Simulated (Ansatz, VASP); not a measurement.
CdSe: VASP beside Ansatz

```
Cd Se
1.0
     4.30098    0.01075    0.01075
    -2.14118    3.71938    0.00394
     0.01756    0.01756    7.02255
Cd Se
2 2
Direct
  0.33293 0.66615 0.00471
  0.66568 0.33283 0.50471
  0.33251 0.66719 0.38029
  0.66889 0.33383 0.88028
```

Change from the starting cell: equal xy, yz and zx engineering shears of +0.5 %.

Alike in both runs: functional PBEsol; k mesh 6 × 6 × 4; no spin polarisation.

Ansatz relaxed the structure, and its values are those at the end. VASP's run is a single point on that final structure, the one shown.

|  | VASP | Ansatz |
| --- | --- | --- |
| version | VASP 6.6.1 | Ansatz 0.2.0 |
| potentials or method | VASP PAW PBE potentials, release 64 (Cd, Se), cutoff 520 eV | all-electron LAPW, scalar-relativistic |
| occupations | gaussian, width 0.01 eV | fixed |

|  | VASP | Ansatz | Ansatz less VASP |
| --- | --- | --- | --- |
| gap on the k mesh at the Fermi level (eV) | 0.53 | 0.53 | -0.001 |
| pressure (GPa) | 0.4 | 0.0 | -0.32 |

VASP's potentials were made for PBE, not for PBEsol. Ansatz ran all-electron here, and VASP with PAW potentials.
